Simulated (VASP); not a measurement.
# Cs2SnI6 (Fm-3m) in VASP: single point with HSE06

Aim: the single point of Cs2SnI6 with HSE06.

Program: VASP 6.6.1. These are calculated values, not measurements. Logs are shortened: lines on timing, memory, paths and dates and some standing lists are left out, and cuts for length are marked.

## Step 1: The cell of the first run

Symmetry: Fm-3m, No. 225, cubic system. Conventional cell: a = 11.841 Å, b = 11.841 Å, c = 11.841 Å, α = 90.00°, β = 90.00°, γ = 90.00°. Cs (site symmetry -43m) has 12 I at 4.19 Å and 4 Sn at 5.13 Å within 5.5 Å. Within 3.8 Å of Sn (site symmetry m-3m) lie 6 I at 2.88 Å. Within 3.8 Å of I (site symmetry 4mm) lie 1 Sn at 2.88 Å.

## Step 2: Single point, HSE06

POSCAR reads:

```
Cs2SnI6
1.0
    0.0000000000      5.9203886531      5.9203886531
    5.9203886531      0.0000000000      5.9203886531
    5.9203886531      5.9203886531      0.0000000000
Cs Sn I
2 1 6
Direct
    0.2500000000      0.2500000000      0.2500000000
    0.7500000000      0.7500000000      0.7500000000
    0.0000000000      0.0000000000      0.0000000000
    0.2436476375      0.7563523625      0.7563523625
    0.2436476375      0.7563523625      0.2436476375
    0.7563523625      0.2436476375      0.7563523625
    0.7563523625      0.2436476375      0.2436476375
    0.7563523625      0.7563523625      0.2436476375
    0.2436476375      0.2436476375      0.7563523625
```

INCAR.step1 reads:

```
PREC     = Accurate       # precision mode
ENCUT    = 400            # plane-wave cutoff, eV
EDIFF    = 1E-5           # SCF threshold, eV
ISMEAR   = 0              # smearing method
SIGMA    = 0.01           # smearing width, eV
LREAL    = F              # projectors in reciprocal space
LASPH    = T              # aspherical terms in the spheres
NELM     = 120            # most SCF steps
ALGO     = Normal         # electronic algorithm
ISIF     = 2              # what is computed and relaxed
LWAVE    = T              # write WAVECAR
NBANDS   = 47             # bands
GGA      = PE             # functional
GGA_COMPAT= F
```

INCAR.step2 reads:

```
PREC     = Accurate       # precision mode
ENCUT    = 400            # plane-wave cutoff, eV
EDIFF    = 1E-6           # SCF threshold, eV
ISMEAR   = 0              # smearing method
SIGMA    = 0.01           # smearing width, eV
LREAL    = F              # projectors in reciprocal space
LASPH    = T              # aspherical terms in the spheres
NELM     = 120            # most SCF steps
ALGO     = Normal         # electronic algorithm
ISIF     = 2              # what is computed and relaxed
LWAVE    = F              # write WAVECAR
LCHARG   = T              # write CHGCAR
GGA      = PE             # functional
LHFCALC  = T              # exact exchange
HFSCREEN = 0.2079         # screening, 1/A
PRECFOCK = Fast         
LELF     = T              # ELF
LVHAR    = T            
NBANDS   = 47             # bands
ISTART   = 1            
GGA_COMPAT= F
```

KPOINTS reads:

```
Automatic mesh
0
Gamma
  2 2 2
```

Potentials or basis: VASP PAW PBE potentials, release 64 (Cs_sv, Sn_d, I).

Run with:

```bash
> cat potpaw_PBE.64/Cs_sv/POTCAR potpaw_PBE.64/Sn_d/POTCAR potpaw_PBE.64/I/POTCAR > POTCAR
> cp INCAR.step1 INCAR
> mpirun -np 1 vasp_std > vasp.out
> cp INCAR.step2 INCAR
> mpirun -np 1 vasp_std > vasp.out
```

OUTCAR:

```text
PREC = Accurate
   ENCUT = 400
   EDIFF = 1E-6
   ISMEAR = 0
   LREAL = F
   LASPH = T
   NELM = 120
   ISIF = 2
   GGA = PE
   LHFCALC = T
   HFSCREEN = 0.2079
   PRECFOCK = Fast
   ISTART = 1

 ion  position               nearest neighbor table
   1  0.250  0.250  0.250-
   2  0.750  0.750  0.750-
   3  0.000  0.000  0.000-   4 2.88   5 2.88   6 2.88   7 2.88   8 2.88   9 2.88
   4  0.244  0.756  0.756-   3 2.88
   5  0.244  0.756  0.244-   3 2.88
   6  0.756  0.244  0.756-   3 2.88
   7  0.756  0.244  0.244-   3 2.88
   8  0.756  0.756  0.244-   3 2.88
   9  0.244  0.244  0.756-   3 2.88

  LATTYP: Found a face centered cubic cell.
 ALAT       =    11.8407773062

  Lattice vectors:

 A1 = (   0.0000000000,   5.9203886531,   5.9203886531)
 A2 = (   5.9203886531,   0.0000000000,   5.9203886531)
 A3 = (   5.9203886531,   5.9203886531,   0.0000000000)

Analysis of symmetry for initial positions (statically):
=====================================================================
 Subroutine PRICEL returns:
 Original cell was already a primitive cell.

 Routine SETGRP: Setting up the symmetry group for a
 face centered cubic supercell.

 Subroutine GETGRP returns: Found 48 space group operations
 (whereof 48 operations were pure point group operations)
 out of a pool of 48 trial point group operations.

The static configuration has the point symmetry O_h .

Analysis of symmetry for dynamics (positions and initial velocities):
=====================================================================
 Subroutine PRICEL returns:
 Original cell was already a primitive cell.

 Routine SETGRP: Setting up the symmetry group for a
 face centered cubic supercell.

 Subroutine GETGRP returns: Found 48 space group operations
 (whereof 48 operations were pure point group operations)
 out of a pool of 48 trial point group operations.

The dynamic configuration has the point symmetry O_h .

 Subroutine INISYM returns: Found 48 space group operations
 (whereof 48 operations are pure point group operations),
 and found     1 'primitive' translations

----------------------------------------------------------------------------------------

                                     Primitive cell

  volume of cell :     415.0311

  direct lattice vectors                    reciprocal lattice vectors
     0.000000000  5.920388653  5.920388653    -0.084453915  0.084453915  0.084453915
     5.920388653  0.000000000  5.920388653     0.084453915 -0.084453915  0.084453915
     5.920388653  5.920388653  0.000000000     0.084453915  0.084453915 -0.084453915

  length of vectors
     8.372693928  8.372693928  8.372693928     0.146278472  0.146278472  0.146278472

  position of ions in fractional coordinates (direct lattice)
     0.250000000  0.250000000  0.250000000
     0.750000000  0.750000000  0.750000000
     0.000000000  0.000000000  0.000000000
     0.243647637  0.756352363  0.756352363
     0.243647637  0.756352363  0.243647637
     0.756352363  0.243647637  0.756352363
     0.756352363  0.243647637  0.243647637
     0.756352363  0.756352363  0.243647637
     0.243647637  0.243647637  0.756352363

  ion indices of the primitive-cell ions
   primitive index   ion index
                 1           1
                 2           2
                 3           3
                 4           4
                 5           5
                 6           6
                 7           7
                 8           8
                 9           9

----------------------------------------------------------------------------------------

 KPOINTS: Automatic mesh

Automatic generation of k-mesh.
 Grid dimensions read from file:
 generate k-points for:    2    2    2

 Generating k-lattice:

  Cartesian coordinates                     Fractional coordinates (reciprocal lattice)
    -0.042226957  0.042226957  0.042226957     0.500000000  0.000000000  0.000000000
     0.042226957 -0.042226957  0.042226957     0.000000000  0.500000000  0.000000000
     0.042226957  0.042226957 -0.042226957     0.000000000  0.000000000  0.500000000

  Length of vectors
     0.073139236  0.073139236  0.073139236

  Shift w.r.t. Gamma in fractional coordinates (k-lattice)
     0.000000000  0.000000000  0.000000000

 Subroutine IBZKPT returns following result:
 ===========================================

 Found      3 irreducible k-points:

 Following reciprocal coordinates:
            Coordinates               Weight
  0.000000  0.000000  0.000000      1.000000
  0.500000  0.000000  0.000000      4.000000
  0.500000  0.500000  0.000000      3.000000
   k-points           NKPTS =      3   k-points in BZ     NKDIM =      8   number of bands    NBANDS=     47
   number of dos      NEDOS =    301   number of ions     NIONS =      9
   total plane-waves  NPLWV = 175616
   dimension x,y,z NGX =    56 NGY =   56 NGZ =   56
   dimension x,y,z NGXF=   112 NGYF=  112 NGZF=  112
   ions per type =               2   1   6
   NGX,Y,Z   is equivalent  to a cutoff of  11.12, 11.12, 11.12 a.u.
   NGXF,Y,Z  is equivalent  to a cutoff of  22.24, 22.24, 22.24 a.u.
 SYSTEM =  unknown system
   PREC   = accura    normal or accurate (medium, high low for compatibility)
   ISTART =      1    job   : 0-new  1-cont  2-samecut
   ICHARG =      0    charge: 1-file 2-atom 10-const
   ISPIN  =      1    spin polarized calculation?
   LNONCOLLINEAR =      F non collinear calculations
   LSORBIT =      F    spin-orbit coupling
   LASPH  =      T    aspherical Exc in radial PAW
   ENCUT  =  400.0 eV  29.40 Ry    5.42 a.u.  13.65 13.65 13.65*2*pi/ulx,y,z
   NELM   =    120;   NELMIN=  2; NELMDL=  0     # of ELM steps
   EDIFF  = 0.1E-05   stopping-criterion for ELM
   LREAL  =      F    real-space projection
   EDIFFG = 0.1E-04   stopping-criterion for IOM
   NSW    =      0    number of steps for IOM
   IBRION =     -1    ionic relax: 0-MD 1-quasi-New 2-CG
   NFREE  =      0    steps in history (QN), initial steepest desc. (CG)
   ISIF   =      2    stress and relaxation
   ISYM   =      3    0-nonsym 1-usesym 2-fastsym
   POTIM  = 0.5000    time-step for ionic-motion
   TEBEG  =    0.0;   TEEND  =   0.0 temperature during run
   PSTRESS=    0.0 pullay stress
   NELECT =      74.0000    total number of electrons
   NUPDOWN=      -1.0000    fix difference up-down
   EMIN   =  10.00;   EMAX   =-10.00  energy-range for DOS
   EFERMI =   0.00;   METHOD = LEGACY
   ISMEAR =     0;   SIGMA  =   0.01  broadening in eV -4-tet -1-fermi 0-gaus
   EFERMI_NEDOS =   21; number of points for ismear=-14 and -15
   IALGO  =     38    algorithm
   IMIX   =      1    mixing-type and parameters
     AMIX     =   0.40;   BMIX     =  1.00
     AMIX_MAG =   1.60;   BMIX_MAG =  1.00
  volume/ion in A,a.u.               =      46.11       311.20
  Fermi-wavevector in a.u.,A,eV,Ry     =   0.921422  1.741235 11.551595  0.849018
  Thomas-Fermi vector in A             =   2.046837
   LORBIT       =      0    0 simple, 1 ext, 2 COOP (PROOUT), +10 PAW based schemes
   GGA     = PE    functional components
   LHFCALC =     T    Hartree Fock is set to
   PRECFOCK=fast      Normal, Fast or Accurate (Low or Medium for compatibility)
   ENCUT4O =  -1.0   cutoff for four orbital integrals eV
   NKREDX  =     1    reduce k-point grid by
   NKREDY  =     1    reduce k-point grid by
   NKREDZ  =     1    reduce k-point grid by
   AEXX    =    0.2500 exact exchange contribution
   HFSCREEN=    0.2079 screening length (either q_TF or 0.3 A-1)
   HFSCREENC=   0.2079 screening length for correlation (either q_TF or 0.3 A-1)
   ENCUTFOCK=  -1.0 apply spherical cutoff to Coloumb kernel
   IVDW    =     0    specifies the selected vdW correction
   LEPSILON=     F    determine dielectric tensor
   LRPA    =     F    only Hartree local field effects (RPA)
 non-spin polarized calculation
 Gauss-broadening in eV      SIGMA  =   0.01
  energy-cutoff  :      400.00
  volume of cell :      415.03
 maximum number of plane-waves:      7631
 NGX is ok and might be reduce to    56
  NGX = 30; NGY = 30; NGZ = 30

 number of electron      73.9999988 magnetization

 Free energy of the ion-electron system (eV)
  ---------------------------------------------------
  ext. energy  EPLUGINS =         0.00000000
  ---------------------------------------------------
  free energy    TOTEN  =       -27.67922341 eV

  energy without entropy =      -27.67922341  energy(sigma->0) =      -27.67922341

 E-fermi :   0.8916     XC(G=0):  -6.4700

 val. band max:        0.7856407257   @ k =   0.0000   0.0000   0.0000
 cond. band min:       1.7563366759   @ k =   0.0000   0.0000   0.0000
 fundamental gap:      0.9706959502
 Fermi energy:         0.8916192811

 k-point     1 :       0.0000    0.0000    0.0000
  band No.  band energies     occupation
      1     -22.5834      2.00000
      2     -22.5834      2.00000
      3     -22.5206      2.00000
      4     -22.5206      2.00000
      5     -22.5206      2.00000
      6     -21.1092      2.00000
[... 39 lines left out ...]
     46       6.9764      0.00000
     47       6.9764      0.00000

 k-point     2 :       0.5000    0.0000    0.0000
  band No.  band energies     occupation
      1     -22.5834      2.00000
      2     -22.5834      2.00000
      3     -22.5206      2.00000
      4     -22.5206      2.00000
      5     -22.5206      2.00000
      6     -21.1075      2.00000
[... 39 lines left out ...]
     46       7.5065      0.00000
     47       7.5065      0.00000

 k-point     3 :       0.5000    0.5000    0.0000
  band No.  band energies     occupation
      1     -22.5834      2.00000
      2     -22.5834      2.00000
      3     -22.5206      2.00000
      4     -22.5205      2.00000
      5     -22.5205      2.00000
      6     -21.1080      2.00000
[... 39 lines left out ...]
     46       7.9032      0.00000
     47       8.1062      0.00000

------------------------ aborting loop because EDIFF is reached ----------------------------------------

  FORCE on cell =-STRESS in cart. coord.  units (eV):
  Direction    XX          YY          ZZ          XY          YZ          ZX
  --------------------------------------------------------------------------------------
  -------------------------------------------------------------------------------------
  Total        0.1834098      0.1834098      0.1834098     -0.0000000     -0.0000000      0.0000000
  in kB        0.7080312      0.7080312      0.7080312     -0.0000000     -0.0000000      0.0000000
  external PRESSURE =       0.7080312 kB  Pullay stress =       0.0000000 kB

 VOLUME and BASIS-vectors are now :
 -----------------------------------------------------------------------------
  energy-cutoff  :      400.00
  volume of cell :      415.03
      direct lattice vectors                 reciprocal lattice vectors
     0.000000000  5.920388653  5.920388653    -0.084453915  0.084453915  0.084453915
     5.920388653  0.000000000  5.920388653     0.084453915 -0.084453915  0.084453915
     5.920388653  5.920388653  0.000000000     0.084453915  0.084453915 -0.084453915

 POSITION                                       TOTAL-FORCE (eV/Angst)
 -----------------------------------------------------------------------------------
      2.96019      2.96019      2.96019         0.000000      0.000000      0.000000
      8.88058      8.88058      8.88058         0.000000     -0.000000     -0.000000
      0.00000      0.00000      0.00000         0.000000      0.000000     -0.000000
      8.95580      5.92039      5.92039         0.214514      0.000000      0.000000
      5.92039      2.88498      5.92039         0.000000     -0.214514      0.000000
      5.92039      8.95580      5.92039         0.000000      0.214514      0.000000
      2.88498      5.92039      5.92039        -0.214514      0.000000      0.000000
      5.92039      5.92039      8.95580         0.000000      0.000000      0.214514
      5.92039      5.92039      2.88498         0.000000      0.000000     -0.214514
 -----------------------------------------------------------------------------------
    total drift:                               -0.000008     -0.000005      0.000006

  FREE ENERGIE OF THE ION-ELECTRON SYSTEM (eV)
  ---------------------------------------------------
  free  energy   TOTEN  =       -27.6792234094 eV

  energy  without entropy=      -27.6792234094  energy(sigma->0) =      -27.67922341
```

Wall time 13 min (1 thread of Intel Xeon Platinum 8259CL at 2.50GHz (Skylake/Cascade Lake), shared host); peak memory 0.59 GiB.

What came out:

```
Free energy            : -27.6792 eV
Pressure               : 0.1 GPa
Largest force          : 0.215 eV/Å
Band gap on the k mesh : 0.97 eV
```

Forces on the atoms (eV/Å):
```
Cs   0.000  0.000  0.000
Cs   0.000  0.000  0.000
Sn   0.000  0.000  0.000
I    0.215  0.000  0.000
I    0.000 -0.215  0.000
I    0.000  0.215  0.000
I   -0.215  0.000  0.000
I    0.000  0.000  0.215
I    0.000  0.000 -0.215
```

Levels at points of the mesh, in eV from the valence-band top:
| k point | band 35 | band 36 | band 37 | band 38 | band 39 | band 40 |
| --- | --- | --- | --- | --- | --- | --- |
| (0.00, 0.00, 0.00) | 0.00 | 0.00 | 0.00 | 0.97 | 5.03 | 5.03 |
| (0.50, 0.00, 0.00) | -0.35 | -0.24 | -0.24 | 1.91 | 4.49 | 6.14 |
| (0.50, 0.50, 0.00) | -0.67 | -0.49 | -0.02 | 2.22 | 5.56 | 5.56 |

Caveat: the k points lie up to 0.46 Å⁻¹ apart; the PAW data sets were made with another functional, which shifts forces and pressure a little; spin-orbit coupling is left out, which moves the levels of the heavy elements.
